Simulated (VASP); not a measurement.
# Hg (P6/mmm) in VASP: single point with r2SCAN

Aim: the single point of Hg with r2SCAN.

All numbers are computed with VASP 6.6.1; they aren't measurements. Logs are shortened: lines on timing, memory, paths and dates and some standing lists are left out, and cuts for length are marked.

## (1) The cell of the first run

Symmetry: P6/mmm, No. 191, hexagonal system. Conventional cell: a = 5.467 Å, b = 5.467 Å, c = 3.185 Å, α = 90.00°, β = 90.00°, γ = 120.00°. Hg (site symmetry -6m2) has 11 Hg at 3.16 to 3.54 Å within 4.2 Å. Hg (site symmetry 6/mmm) has 14 Hg at 3.19 to 3.54 Å within 4.2 Å.

## (2) Single point, r2SCAN

File POSCAR:

```
Hg
1.0
    5.4666960000      0.0000000000      0.0000000000
   -2.7333480000      4.7342976108      0.0000000000
    0.0000000000      0.0000000000      3.1852180000
Hg
3
Direct
    0.3333333333      0.6666666667      0.5000000000
    0.6666666667      0.3333333333      0.5000000000
    0.0000000000      0.0000000000      0.0000000000
```

File INCAR.step1:

```
PREC     = Accurate       # precision mode
ENCUT    = 520            # plane-wave cutoff, eV
ISMEAR   = -1             # smearing method
SIGMA    = 0.15           # smearing width, eV
LREAL    = F              # projectors in reciprocal space
LASPH    = T              # aspherical terms in the spheres
NELM     = 80             # most SCF steps
NBANDS   = 25             # bands
GGA      = PE             # functional
ALGO     = Normal         # electronic algorithm
EDIFF    = 1E-4           # SCF threshold, eV
LWAVE    = T              # write WAVECAR
LCHARG   = F              # write CHGCAR
```

File INCAR.step2:

```
PREC     = Accurate       # precision mode
ENCUT    = 520            # plane-wave cutoff, eV
EDIFF    = 1E-6           # SCF threshold, eV
ISMEAR   = -1             # smearing method
SIGMA    = 0.15           # smearing width, eV
LREAL    = F              # projectors in reciprocal space
LASPH    = T              # aspherical terms in the spheres
NELM     = 80             # most SCF steps
ALGO     = Normal         # electronic algorithm
ISIF     = 2              # what is computed and relaxed
LWAVE    = F              # write WAVECAR
LCHARG   = F              # write CHGCAR
METAGGA  = R2SCAN         # meta-GGA
LMIXTAU  = T            
NBANDS   = 25             # bands
ISTART   = 1
```

File KPOINTS:

```
Automatic mesh
0
Gamma
  3 3 4
  0 0 0.5
```

Potentials or basis: VASP PAW PBE potentials, release 64 (Hg).

Run with:

```console
$ cat potpaw_PBE.64/Hg/POTCAR > POTCAR
$ cp INCAR.step1 INCAR
$ mpirun -np 1 vasp_std > vasp.out
$ cp INCAR.step2 INCAR
$ mpirun -np 1 vasp_std > vasp.out
```

OUTCAR:

```text
PREC = Accurate
   ENCUT = 520
   EDIFF = 1E-6
   ISMEAR = -1
   LREAL = F
   LASPH = T
   NELM = 80
   ISIF = 2
   METAGGA = R2SCAN
   ISTART = 1

 ion  position               nearest neighbor table
   1  0.333  0.667  0.500-   2 3.16   2 3.16   2 3.16   3 3.54   3 3.54   3 3.54   3 3.54   3 3.54
                             3 3.54
   2  0.667  0.333  0.500-   1 3.16   1 3.16   1 3.16   3 3.54   3 3.54   3 3.54   3 3.54   3 3.54
                             3 3.54
   3  0.000  0.000  0.000-   1 3.54   2 3.54   1 3.54   2 3.54   2 3.54   2 3.54   1 3.54   1 3.54
                             2 3.54   2 3.54   1 3.54   1 3.54

  LATTYP: Found a hexagonal cell.
 ALAT       =     5.4666960000
 C/A-ratio  =     0.5826587028

  Lattice vectors:

 A1 = (   5.4666960000,   0.0000000000,   0.0000000000)
 A2 = (  -2.7333480000,   4.7342976108,   0.0000000000)
 A3 = (   0.0000000000,   0.0000000000,   3.1852180000)

Analysis of symmetry for initial positions (statically):
=====================================================================
 Subroutine PRICEL returns:
 Original cell was already a primitive cell.

 Routine SETGRP: Setting up the symmetry group for a
 hexagonal supercell.

 Subroutine GETGRP returns: Found 24 space group operations
 (whereof 24 operations were pure point group operations)
 out of a pool of 24 trial point group operations.

The static configuration has the point symmetry D_6h.

Analysis of symmetry for dynamics (positions and initial velocities):
=====================================================================
 Subroutine PRICEL returns:
 Original cell was already a primitive cell.

 Routine SETGRP: Setting up the symmetry group for a
 hexagonal supercell.

 Subroutine GETGRP returns: Found 24 space group operations
 (whereof 24 operations were pure point group operations)
 out of a pool of 24 trial point group operations.

The dynamic configuration has the point symmetry D_6h.

 Subroutine INISYM returns: Found 24 space group operations
 (whereof 24 operations are pure point group operations),
 and found     1 'primitive' translations

----------------------------------------------------------------------------------------

                                     Primitive cell
[... 67 lines left out ...]
   ICHARG =      0    charge: 1-file 2-atom 10-const
   ISPIN  =      1    spin polarized calculation?
   LNONCOLLINEAR =      F non collinear calculations
   LSORBIT =      F    spin-orbit coupling
   LASPH  =      T    aspherical Exc in radial PAW
   ENCUT  =  520.0 eV  38.22 Ry    6.18 a.u.  10.16 10.16  5.92*2*pi/ulx,y,z
   NELM   =     80;   NELMIN=  2; NELMDL=  0     # of ELM steps
   EDIFF  = 0.1E-05   stopping-criterion for ELM
   LREAL  =      F    real-space projection
   EDIFFG = 0.1E-04   stopping-criterion for IOM
   NSW    =      0    number of steps for IOM
   IBRION =     -1    ionic relax: 0-MD 1-quasi-New 2-CG
   NFREE  =      0    steps in history (QN), initial steepest desc. (CG)
   ISIF   =      2    stress and relaxation
   ISYM   =      2    0-nonsym 1-usesym 2-fastsym
   POTIM  = 0.5000    time-step for ionic-motion
   TEBEG  =    0.0;   TEEND  =   0.0 temperature during run
   PSTRESS=    0.0 pullay stress
   NELECT =      36.0000    total number of electrons
   NUPDOWN=      -1.0000    fix difference up-down
   EMIN   =  10.00;   EMAX   =-10.00  energy-range for DOS
   EFERMI =   0.00;   METHOD = LEGACY
   ISMEAR =    -1;   SIGMA  =   0.15  broadening in eV -4-tet -1-fermi 0-gaus
   EFERMI_NEDOS =   21; number of points for ismear=-14 and -15
   IALGO  =     38    algorithm
   IMIX   =      4    mixing-type and parameters
     AMIX     =   0.40;   BMIX     =  1.00
     AMIX_MAG =   1.60;   BMIX_MAG =  1.00
  volume/ion in A,a.u.               =      27.48       185.44
  Fermi-wavevector in a.u.,A,eV,Ry     =   1.242041  2.347116 20.989229  1.542665
  Thomas-Fermi vector in A             =   2.376412
   LORBIT       =      0    0 simple, 1 ext, 2 COOP (PROOUT), +10 PAW based schemes
   METAGGA = R2SCAN    functional components
   LHFCALC =     F    Hartree Fock is set to
   AEXX    =    0.0000 exact exchange contribution
   IVDW    =     0    specifies the selected vdW correction
   LEPSILON=     F    determine dielectric tensor
   LRPA    =     F    only Hartree local field effects (RPA)
 non-spin polarized calculation
  energy-cutoff  :      520.00
  volume of cell :       82.44
 maximum number of plane-waves:      2235
 NGX is ok and might be reduce to    42
   NGX = 21   NGY = 21   NGZ = 11

 number of electron      36.0000004 magnetization

 Free energy of the ion-electron system (eV)
  ---------------------------------------------------
  ext. energy  EPLUGINS =         0.00000000
  ---------------------------------------------------
  free energy    TOTEN  =      -148.02722213 eV

  energy without entropy =     -147.95313796  energy(sigma->0) =     -147.99018004

 E-fermi :   1.3638     XC(G=0): -10.5488

 val. band max:        0.9278246793   @ k =   0.3333   0.0000   0.3750
 cond. band min:       1.5544160464   @ k =   0.3333   0.0000   0.1250
 fundamental gap:      0.6265913671
 Fermi energy:         1.3638223175

 k-point     1 :       0.0000    0.0000    0.1250
  band No.  band energies     occupation
      1      -6.3316      2.00000
      2      -6.0024      2.00000
      3      -5.6091      2.00000
      4      -5.4552      2.00000
      5      -5.4552      2.00000
      6      -5.4544      2.00000
[... 157 lines left out ...]
     24       7.8954      0.00000
     25      11.2362      0.00000

------------------------ aborting loop because EDIFF is reached ----------------------------------------

  FORCE on cell =-STRESS in cart. coord.  units (eV):
  Direction    XX          YY          ZZ          XY          YZ          ZX
  --------------------------------------------------------------------------------------
  -------------------------------------------------------------------------------------
  Total        0.8405703      0.8405703     -0.4793950      0.0000000     -0.0000000      0.0000000
  in kB       16.3367238     16.3367238     -9.3171789      0.0000000     -0.0000000      0.0000000
  external PRESSURE =       7.7854229 kB  Pullay stress =       0.0000000 kB

 VOLUME and BASIS-vectors are now :
 -----------------------------------------------------------------------------
  energy-cutoff  :      520.00
  volume of cell :       82.44
      direct lattice vectors                 reciprocal lattice vectors
     5.466696000  0.000000000  0.000000000     0.182925848  0.105612287  0.000000000
    -2.733348000  4.734297611  0.000000000     0.000000000  0.211224575  0.000000000
     0.000000000  0.000000000  3.185218000     0.000000000  0.000000000  0.313950254

 POSITION                                       TOTAL-FORCE (eV/Angst)
 -----------------------------------------------------------------------------------
     -0.00000      3.15620      1.59261        -0.000000     -0.000000      0.000000
      2.73335      1.57810      1.59261         0.000000      0.000000     -0.000000
      0.00000      0.00000      0.00000        -0.000000      0.000000      0.000000
 -----------------------------------------------------------------------------------
    total drift:                               -0.000000      0.000000     -0.000000

  FREE ENERGIE OF THE ION-ELECTRON SYSTEM (eV)
  ---------------------------------------------------
  free  energy   TOTEN  =      -148.0272221305 eV

  energy  without entropy=     -147.9531379593  energy(sigma->0) =     -147.99018004
```

OUTCAR.step1:

```text
PREC = Accurate
   ENCUT = 520
   ISMEAR = -1
   LREAL = F
   LASPH = T
[... 375 lines left out ...]
     -0.00000      3.15620      1.59261         0.000000      0.000000      0.000000
      2.73335      1.57810      1.59261        -0.000000     -0.000000     -0.000000
      0.00000      0.00000      0.00000         0.000000      0.000000     -0.000000
 -----------------------------------------------------------------------------------
    total drift:                               -0.000000      0.000000     -0.000000

  FREE ENERGIE OF THE ION-ELECTRON SYSTEM (eV)
  ---------------------------------------------------
  free  energy   TOTEN  =        -0.4505822777 eV

  energy  without entropy=       -0.3509805827  energy(sigma->0) =       -0.40078143
```

Wall time 1.7 min (1 thread of AMD EPYC 7R13, shared host); peak memory 0.18 GiB.

Results:

```yaml
Free_energy: -148.0272 eV
Pressure: 0.8 GPa
Band_gap_on_the_k_mesh: zero (bands 18 and 19 overlap by 0.71 eV)
```

Stress tensor (GPa, compression positive):
```
 1.63  0.00  0.00
 0.00  1.63  0.00
 0.00  0.00 -0.93
```

Caveat: the k points lie up to 0.49 Å⁻¹ apart, too coarse for converged energies and pressures of a metal; the PAW data sets were made with another functional, which shifts forces and pressure a little; spin-orbit coupling is left out, which moves the levels of the heavy elements.

The gap in the log of VASP goes by the Fermi energy; the results here count the filled bands.